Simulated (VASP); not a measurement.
# SrCl2 (R3m) in VASP: settings compared

SrCl2 is run at these levels: PBE+D4, r2SCAN; tasks: relaxation of cell and atoms, single point.

All numbers are computed with VASP 6.6.1; they aren't measurements. Logs are shortened: lines on timing, memory, paths and dates and some standing lists are left out, and cuts for length are marked.

## 1. The cell of the first run

It takes space group R3m (No. 160, trigonal). Conventional cell: a = 4.176 Å, b = 4.176 Å, c = 18.413 Å, α = 90.00°, β = 90.00°, γ = 120.00°. Sr (site symmetry 3m) has 6 Cl at 2.92 Å within 3.8 Å. Cl (site symmetry 3m) has 3 Sr at 2.92 Å and 4 Cl at 3.29 to 3.73 Å within 3.8 Å. Within 3.8 Å of Cl (site symmetry 3m) lie 3 Sr at 2.92 Å and 4 Cl at 3.29 to 3.73 Å.

## 2. Relaxation of cell and atoms, PBE+D4

Input file INCAR:

```
PREC = Accurate
ENCUT = 600
EDIFF = 1E-6
ISMEAR = -1
SIGMA = 0.02
LREAL = F
LASPH = T
NELM = 100
ALGO = Normal
ISIF = 3
LWAVE = F
LCHARG = F
GGA = PE
IVDW = 13
IBRION = 2
NSW = 80
EDIFFG = -0.005
```

Input file KPOINTS:

```
regular mesh
0
Gamma
  6 6 6
```

Input file POSCAR:

```
SrCl2
1.0
    2.0879424147      1.2054741152      6.1376814225
   -2.0879424147      1.2054741152      6.1376814225
    0.0000000000     -2.4109482304      6.1376814225
Sr Cl
1 2
Direct
    0.0001633084      0.0001633084      0.0001633084
    0.4226619845      0.4226619845      0.4226619845
    0.2438413738      0.2438413738      0.2438413738
```

Potentials or basis: VASP PAW PBE potentials, release 64 (Sr_sv, Cl).

Command:

```bash
> cat potpaw_PBE.64/Sr_sv/POTCAR potpaw_PBE.64/Cl/POTCAR > POTCAR
> mpirun -np 1 vasp_std > vasp.out
```

OUTCAR:

```text
PREC = Accurate
   ENCUT = 600
   EDIFF = 1E-6
   ISMEAR = -1
   LREAL = F
   LASPH = T
   NELM = 100
   ISIF = 3
   GGA = PE
   IVDW = 13
   IBRION = 2
   NSW = 80
   EDIFFG = -0.005

 ion  position               nearest neighbor table
   1  0.000  0.000  0.000-   2 2.92   2 2.92   2 2.92   3 2.92   3 2.92   3 2.92
   2  0.423  0.423  0.423-   1 2.92   1 2.92   1 2.92
   3  0.244  0.244  0.244-   1 2.92   1 2.92   1 2.92

  LATTYP: Found a trigonal (rhomboedric) cell.
 ALAT       =     6.5942250958
 COS(alpha) =     0.7994884042

  Lattice vectors:

 A1 = (   2.0879424147,   1.2054741152,   6.1376814225)
 A2 = (  -2.0879424147,   1.2054741152,   6.1376814225)
 A3 = (   0.0000000000,  -2.4109482304,   6.1376814225)

Analysis of symmetry for initial positions (statically):
=====================================================================
 Subroutine PRICEL returns:
 Original cell was already a primitive cell.

 Routine SETGRP: Setting up the symmetry group for a
 trigonal (rhombohedral) supercell.

 Subroutine GETGRP returns: Found  6 space group operations
 (whereof  6 operations were pure point group operations)
 out of a pool of 12 trial point group operations.

The static configuration has the point symmetry C_3v.

Analysis of symmetry for dynamics (positions and initial velocities):
=====================================================================
 Subroutine PRICEL returns:
 Original cell was already a primitive cell.

 Routine SETGRP: Setting up the symmetry group for a
 trigonal (rhombohedral) supercell.

 Subroutine GETGRP returns: Found  6 space group operations
 (whereof  6 operations were pure point group operations)
 out of a pool of 12 trial point group operations.

The dynamic configuration has the point symmetry C_3v.

 Subroutine INISYM returns: Found  6 space group operations
 (whereof  6 operations are pure point group operations),
 and found     1 'primitive' translations

----------------------------------------------------------------------------------------

                                     Primitive cell

  volume of cell :      92.6898

  direct lattice vectors                    reciprocal lattice vectors
     2.087942415  1.205474115  6.137681423     0.239470206  0.138258188  0.054309325
    -2.087942415  1.205474115  6.137681423    -0.239470206  0.138258188  0.054309325
     0.000000000 -2.410948230  6.137681423     0.000000000 -0.276516376  0.054309325

  length of vectors
     6.594225096  6.594225096  6.594225096     0.281799235  0.281799235  0.281799235

  position of ions in fractional coordinates (direct lattice)
     0.000163308  0.000163308  0.000163308
     0.422661985  0.422661985  0.422661985
[... 86 lines left out ...]
   ISYM   =      2    0-nonsym 1-usesym 2-fastsym
   POTIM  = 0.5000    time-step for ionic-motion
   TEBEG  =    0.0;   TEEND  =   0.0 temperature during run
   PSTRESS=    0.0 pullay stress
   NELECT =      24.0000    total number of electrons
   NUPDOWN=      -1.0000    fix difference up-down
   EMIN   =  10.00;   EMAX   =-10.00  energy-range for DOS
   EFERMI =   0.00;   METHOD = LEGACY
   ISMEAR =    -1;   SIGMA  =   0.02  broadening in eV -4-tet -1-fermi 0-gaus
   EFERMI_NEDOS =   21; number of points for ismear=-14 and -15
   IALGO  =     38    algorithm
   IMIX   =      4    mixing-type and parameters
     AMIX     =   0.40;   BMIX     =  1.00
     AMIX_MAG =   1.60;   BMIX_MAG =  1.00
  volume/ion in A,a.u.               =      30.90       208.50
  Fermi-wavevector in a.u.,A,eV,Ry     =   1.043441  1.971818 14.813604  1.088769
  Thomas-Fermi vector in A             =   2.178150
   LORBIT       =      0    0 simple, 1 ext, 2 COOP (PROOUT), +10 PAW based schemes
   GGA     = PE    functional components
   LHFCALC =     F    Hartree Fock is set to
   AEXX    =    0.0000 exact exchange contribution
   IVDW    =    13    specifies the selected vdW correction
   LEPSILON=     F    determine dielectric tensor
   LRPA    =     F    only Hartree local field effects (RPA)
 conjugate gradient relaxation of ions
 non-spin polarized calculation
  energy-cutoff  :      600.00
  volume of cell :       92.69
 maximum number of plane-waves:      3121
 NGX is ok and might be reduce to    54
   NGX = 27   NGY = 27   NGZ = 27

--------------------------------------- Ionic step        1  -------------------------------------------

 number of electron      24.0000000 magnetization

 Free energy of the ion-electron system (eV)
  ---------------------------------------------------
  ext. energy  EPLUGINS =         0.00000000
  ---------------------------------------------------
  free energy    TOTEN  =       -12.16749701 eV

  energy without entropy =      -12.16749701  energy(sigma->0) =      -12.16749701

------------------------ aborting loop because EDIFF is reached ----------------------------------------

  DFT-D4 for vdW energy calculation

  Edisp (eV):   -0.47031
[... 108 lines left out ...]
  FREE ENERGIE OF THE ION-ELECTRON SYSTEM (eV)
  ---------------------------------------------------
  free  energy   TOTEN  =       -12.6816360619 eV

  energy  without entropy=      -12.6816360619  energy(sigma->0) =      -12.68163606

 E-fermi :  -0.0452     XC(G=0):  -7.7142

 val. band max:       -0.4936670767   @ k =   0.0000   0.0000   0.0000
 cond. band min:       3.7530533317   @ k =   0.0000   0.0000   0.0000
 fundamental gap:      4.2467204084
 Fermi energy:        -0.0451908279

 k-point     1 :       0.0000    0.0000    0.0000
  band No.  band energies     occupation
      1     -33.9247      2.00000
      2     -16.0711      2.00000
      3     -15.8909      2.00000
      4     -15.8909      2.00000
      5     -13.6906      2.00000
      6     -12.9861      2.00000
[... 435 lines left out ...]
      5     -13.2878      2.00000
      6     -13.2004      2.00000
[... 8 lines left out ...]
     15       6.4625      0.00000
     16       7.3694      0.00000

 [... further k-points ...]

[... ionic steps 4 to 31 ...]

--------------------------------------- Ionic step       32  -------------------------------------------

 number of electron      24.0000000 magnetization

------------------------ aborting loop because EDIFF is reached ----------------------------------------
[... 77 lines left out ...]
--------------------------------------- Ionic step       34  -------------------------------------------

 number of electron      24.0000000 magnetization

 Free energy of the ion-electron system (eV)
  ---------------------------------------------------
  ext. energy  EPLUGINS =         0.00000000
  ---------------------------------------------------
  free energy    TOTEN  =       -12.17801293 eV

  energy without entropy =      -12.17801293  energy(sigma->0) =      -12.17801293

 E-fermi :   0.0428     XC(G=0):  -7.8055

 val. band max:       -0.3362203827   @ k =   0.0000   0.0000   0.0000
 cond. band min:       3.9743040493   @ k =   0.0000   0.0000   0.0000
 fundamental gap:      4.3105244320
 Fermi energy:         0.0428136065

 k-point     1 :       0.0000    0.0000    0.0000
  band No.  band energies     occupation
      1     -33.6872      2.00000
      2     -15.8838      2.00000
      3     -15.6604      2.00000
      4     -15.6604      2.00000
      5     -13.6308      2.00000
      6     -12.8472      2.00000
[... 481 lines left out ...]
  FREE ENERGIE OF THE ION-ELECTRON SYSTEM (eV)
  ---------------------------------------------------
  free  energy   TOTEN  =       -12.6929542586 eV

  energy  without entropy=      -12.6929542585  energy(sigma->0) =      -12.69295426

 reached required accuracy - stopping structural energy minimisation
```

OSZICAR:

```text
N       E                     dE             d eps       ncg     rms          rms(c)
DAV:   1     0.166288282394E+03    0.16629E+03   -0.12306E+04  1024   0.148E+03
DAV:   2    -0.152301366308E+01   -0.16781E+03   -0.16532E+03  1352   0.261E+02
DAV:   3    -0.122010346655E+02   -0.10678E+02   -0.10667E+02  1352   0.708E+01
[... 240 lines left out ...]
       N       E                     dE             d eps       ncg     rms          rms(c)
DAV:   1    -0.121780227231E+02   -0.14186E-03   -0.28407E-04  1056   0.120E-01    0.240E-02
DAV:   2    -0.121780152037E+02    0.75194E-05   -0.23969E-05  1312   0.328E-02    0.852E-03
DAV:   3    -0.121780135268E+02    0.16769E-05   -0.42268E-06  1320   0.130E-02    0.573E-03
DAV:   4    -0.121780129340E+02    0.59275E-06   -0.50346E-07   552   0.510E-03
  34 F= -.12692954E+02 E0= -.12692954E+02  d E =-.240805E-05
```

CONTCAR:

```text
SrCl2
   1.00000000000000
     2.0997898223236273    1.2123142191810499    6.1693021327272444
    -2.0997898223236273    1.2123142191810499    6.1693021327272444
     0.0000000000000000   -2.4246284383620997    6.1693021327272444
  Sr              Cl
     1     2
Direct
     0.0001833904937473    0.0001833904937473    0.0001833904937473
     0.4222133241545633    0.4222133241545633    0.4222133241545633
     0.2442699520516922    0.2442699520516922    0.2442699520516922

  0.00000000E+00  0.00000000E+00  0.00000000E+00
  0.00000000E+00  0.00000000E+00  0.00000000E+00
  0.00000000E+00  0.00000000E+00  0.00000000E+00
```

Wall time 38 min (1 thread of Intel Xeon Platinum 8375C at 2.90GHz (Ice Lake), shared host); peak memory 0.44 GiB.

What came out:

```yaml
Free_energy: -12.6930 eV
Relaxed_volume: 31.41 Å³/atom
Relaxed_cell: a = 6.629 Å, b = 6.629 Å, c = 6.629 Å, α = 36.94°, β = 36.94°, γ = 36.94°
Space_group_after_relaxing_to_0.1_Å: R3m (No. 160)
Energy_gained_by_relaxing: 18.4 meV/atom
Ionic_steps: 34
Pressure_after_relaxing: 0.0 GPa
Band_gap_on_the_k_mesh: 4.31 eV
Dispersion_energy_per_atom: -0.172 eV
```

Forces in eV/Å, atoms in the order of the input:
```
Sr   0.000  0.000 -0.002
Cl   0.000  0.000  0.000
Cl   0.000  0.000  0.003
```

The path:
```csv
step,energy change (eV),largest force (eV/Å),pressure (GPa),volume (Å³)
1,0.0000,0.0223,0.38,92.69
2,-0.0293,0.5148,27.62,93.66
3,-0.0438,0.2079,-1.03,96.63
4,-0.0446,0.2015,-1.00,96.51
5,-0.0521,0.1219,-0.55,95.08
6,-0.0542,0.0801,-0.30,94.37
7,-0.0543,0.0373,0.88,94.02
8,-0.0543,0.0740,-0.24,94.27
9,-0.0545,0.0625,-0.03,94.15
10,-0.0545,0.0588,0.08,94.12
11,-0.0536,0.0629,-0.39,94.81
12,-0.0543,0.0641,-0.31,94.46
13,-0.0544,0.0645,-0.27,94.32
14,-0.0545,0.0642,-0.22,94.22
15,-0.0545,0.0631,-0.14,94.17
16,-0.0550,0.0195,0.00,93.96
17,-0.0551,0.0071,0.04,93.91
18,-0.0551,0.0076,-0.06,93.98
19,-0.0551,0.0076,-0.01,93.93
20,-0.0551,0.0078,-0.01,93.93
21,-0.0551,0.0045,0.01,93.95
22,-0.0551,0.0036,0.02,94.02
23,-0.0551,0.0202,0.06,94.16
24,-0.0551,0.0206,0.04,94.17
25,-0.0551,0.0216,0.04,94.17
26,-0.0551,0.0217,0.04,94.18
27,-0.0551,0.0218,0.02,94.20
28,-0.0551,0.0204,0.02,94.20
29,-0.0551,0.0194,0.02,94.20
30,-0.0551,0.0159,0.02,94.20
31,-0.0551,0.0081,0.03,94.20
32,-0.0551,0.0074,0.06,94.20
33,-0.0551,0.0029,0.04,94.20
34,-0.0551,0.0026,0.00,94.23
```

Final structure:
```yaml
crystal:
  lattice:
    - [2.09979, 1.21231, 6.16930]
    - [-2.09979, 1.21231, 6.16930]
    - [0.00000, -2.42463, 6.16930]
  atoms:
    - { symbol: Sr, position: [0.00018, 0.00018, 0.00018] }
    - { symbol: Cl, position: [0.42221, 0.42221, 0.42221] }
    - { symbol: Cl, position: [0.24427, 0.24427, 0.24427] }
```

A k mesh can miss the band edges.

## 3. Single point, r2SCAN

This run uses another cell than the first one, of 30.82 Å³/atom.

Input file POSCAR:

```
SrCl2
1.0
    2.0857437515      1.2042047164      6.1350485037
   -2.0857437515      1.2042047164      6.1350485037
    0.0000000000     -2.4084094327      6.1350485037
Sr Cl
1 2
Direct
    0.0002014278      0.0002014278      0.0002014278
    0.4227725643      0.4227725643      0.4227725643
    0.2436926746      0.2436926746      0.2436926746
```

Input file INCAR.step1:

```
SYSTEM = SrCl2
PREC = Accurate
ENCUT = 520
ISMEAR = 0
SIGMA = 0.01
LREAL = .False.
LASPH = .True.
NELM = 80
NBANDS = 19
GGA = PE
ALGO = Normal
EDIFF = 1E-4
LWAVE = .True.
LCHARG = .False.
```

Input file INCAR.step2:

```
SYSTEM = SrCl2
PREC = Accurate
ENCUT = 520
EDIFF = 1E-6
ISMEAR = 0
SIGMA = 0.01
LREAL = .False.
LASPH = .True.
NELM = 80
ALGO = Normal
ISIF = 2
LWAVE = .False.
LCHARG = .False.
METAGGA = R2SCAN
LMIXTAU = .True.
NBANDS = 19
ISTART = 1
```

Input file KPOINTS:

```
regular mesh
0
Gamma
  8 8 8
  0 0 0
```

Potentials or basis: VASP PAW PBE potentials, release 64 (Sr_sv, Cl).

Command:

```bash
> cat potpaw_PBE.64/Sr_sv/POTCAR potpaw_PBE.64/Cl/POTCAR > POTCAR
> cp INCAR.step1 INCAR
> mpirun -np 1 vasp_std > vasp.out
> cp INCAR.step2 INCAR
> mpirun -np 1 vasp_std > vasp.out
```

Run time: 15 min. Hardware: 1 thread of Intel Xeon Platinum 8375C at 2.90GHz (Ice Lake), shared host; peak memory 0.45 GiB.

It converged, with:

* Free energy: -34.9736 eV
* Pressure: 0.7 GPa
* Largest force: 0.008 eV/Å
* Band gap on the k mesh: 4.88 eV

Forces on the atoms (eV/Å):
```
Sr   0.000  0.000 -0.001
Cl   0.000  0.000  0.008
Cl   0.000  0.000 -0.007
```

Levels at points of the mesh, in eV from the valence-band top:
| k point | band 10 | band 11 | band 12 | band 13 | band 14 | band 15 |
| --- | --- | --- | --- | --- | --- | --- |
| (0.00, 0.00, 0.00) | -1.11 | -1.11 | 0.00 | 4.88 | 6.79 | 7.07 |
| (0.50, 0.00, 0.00) | -1.45 | -1.05 | -0.35 | 5.00 | 7.43 | 8.10 |
| (0.50, 0.50, 0.00) | -1.33 | -1.23 | -0.66 | 4.91 | 7.45 | 8.08 |
| (0.50, 0.50, 0.50) | -1.05 | -0.96 | -0.96 | 5.63 | 6.43 | 6.94 |

Caveat: the PAW data sets were made with another functional, which shifts forces and pressure a little.
